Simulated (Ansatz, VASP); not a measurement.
## One calculation of TiN, two programs

INCAR

```
SYSTEM = TiN
PREC = Accurate ; ENCUT = 1330
EDIFF = 1E-6 ; ISMEAR = -1
SIGMA = 0.05 ; LREAL = .False.
LASPH = .True. ; NELM = 200
ALGO = Normal ; ISIF = 2
LWAVE = .False. ; LCHARG = .False.
ISPIN = 2 ; MAGMOM = 1 0
LORBIT = 11 ; LMAXMIX = 4
LDAU = .True. ; LDAUTYPE = 2
LDAUL = 2 -1 ; LDAUU = 4 0
LDAUJ = 0 0 ; LDAUPRINT = 1
GGA = PE ; NBANDS = 20
GGA_COMPAT = .False.
```

KPOINTS

```
regular mesh
0
Gamma
  9 9 9
  0 0 0
```

File POSCAR:

```
TiN
1.0
    0.0000000000      2.1220000000      2.1220000000
    2.1220000000      0.0000000000      2.1220000000
    2.1220000000      2.1220000000      0.0000000000
Ti N
1 1
Direct
    0.0000000000      0.0000000000      0.0000000000
    0.5000000000      0.5000000000      0.5000000000
```

Input for Ansatz:

```yaml
crystal:
  lattice:
    - [0.0, 2.122, 2.122]
    - [2.122, 0.0, 2.122]
    - [2.122, 2.122, 0.0]
  atoms:
    - { symbol: Ti, position: [0.0, 0.0, 0.0], spin: 1.0 }
    - { symbol: "N", position: [0.5, 0.5, 0.5] }
magnetization:
  spin_polarized: true
hamiltonian:
  xc: pbe
  pseudopotentials: { kind: paw }
  hubbard: { sites: [{ species: Ti, l: d, u_eff: 4.0 }] }
basis:
  ecutwfc: 420
kpoints:
  mp_grid: { grid: [9, 9, 9] }
scf:
  occupations: { method: fermi_dirac, width: 0.05 }
  lower_state_search: "off"
output:
  forces: true
  stress: true
  write_density: true
  write_potential: true
  elf: true
  volumetric_format: npy
```

Alike in both runs: task single point; functional PBE; k mesh 9 × 9 × 9; occupations fermi-dirac, width 0.05 eV; collinear spin; Hubbard terms Ti d U = 4.0 eV.

```csv
,VASP,Ansatz
version,VASP 6.6.1,Ansatz 0.2.0
potentials or method,"VASP PAW PBE potentials, release 64 (Ti_sv, N_h), cutoff 1330 eV","PAW, plane waves, scalar-relativistic"
valence electrons in the cell,17,17
```

```tsv
	VASP	Ansatz	Ansatz less VASP
pressure (GPa)	13.2	6.3	-6.88
net moment per atom (μB)	0.00	0.00	0.000
```

The programs project onto different local orbitals, so the same U acts differently, and such runs can settle in different states. Ansatz's warnings: filled band counts differ across k points, seeded moment not kept.
